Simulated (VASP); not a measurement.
Crystal: NaCl.

```xyz
2
Lattice="0.0000 2.8471 2.8471 2.8471 0.0000 2.8471 2.8471 2.8471 0.0000" Properties=species:S:1:pos:R:3 pbc="T T T"
Na    0.0000    0.0000    0.0000
Cl    2.8471    2.8471    2.8471
```

```yaml
Program: VASP 6.6.1
Task: relaxation of cell and atoms
Functional: LDA
Potentials_or_basis: VASP PAW LDA potentials, release 64 (Na_pv, Cl)
Cutoff: 600 eV
k_mesh: 8 × 8 × 8
Occupations: fermi-dirac, width 0.02 eV
Spin: no spin polarisation
```

At the start: pressure -2.9 GPa; volume 23.08 Å³/atom.

How do energy, volume and symmetry change on relaxing?

Over 13 steps the energy falls by 27.6 meV/atom and the volume is 20.44 Å³/atom (-11.4 %); space group Fm-3m (No. 225, to 0.1 Å) before and after.

Step by step:
| step | energy change (eV) | largest force (eV/Å) | pressure (GPa) | volume (Å³) |
| --- | --- | --- | --- | --- |
| 1 | 0.0000 | 0.0000 | -2.94 | 46.16 |
| 2 | -0.0409 | 0.0000 | -1.82 | 43.38 |
| 3 | -0.0490 | 0.0000 | 1.15 | 39.28 |
| 4 | -0.0553 | 0.0000 | 0.12 | 40.75 |
| 5 | -0.0553 | 0.0000 | -0.11 | 40.92 |
| 6 | -0.0553 | 0.0000 | -0.11 | 40.92 |
| 7 | -0.0553 | 0.0000 | -0.06 | 40.91 |
| 8 | -0.0553 | 0.0000 | -0.07 | 40.91 |
| 9 | -0.0553 | 0.0000 | -0.08 | 40.91 |
| 10 | -0.0553 | 0.0000 | -0.08 | 40.91 |
| 11 | -0.0553 | 0.0000 | -0.09 | 40.90 |
| 12 | -0.0553 | 0.0000 | -0.04 | 40.89 |
| 13 | -0.0553 | 0.0000 | -0.03 | 40.87 |

Final structure:
```
CELL_PARAMETERS angstrom
0.00000 2.73405 2.73405
2.73405 0.00000 2.73405
2.73405 2.73405 0.00000
ATOMIC_POSITIONS crystal
Na 0.00000 0.00000 0.00000
Cl 0.50000 0.50000 0.50000
```
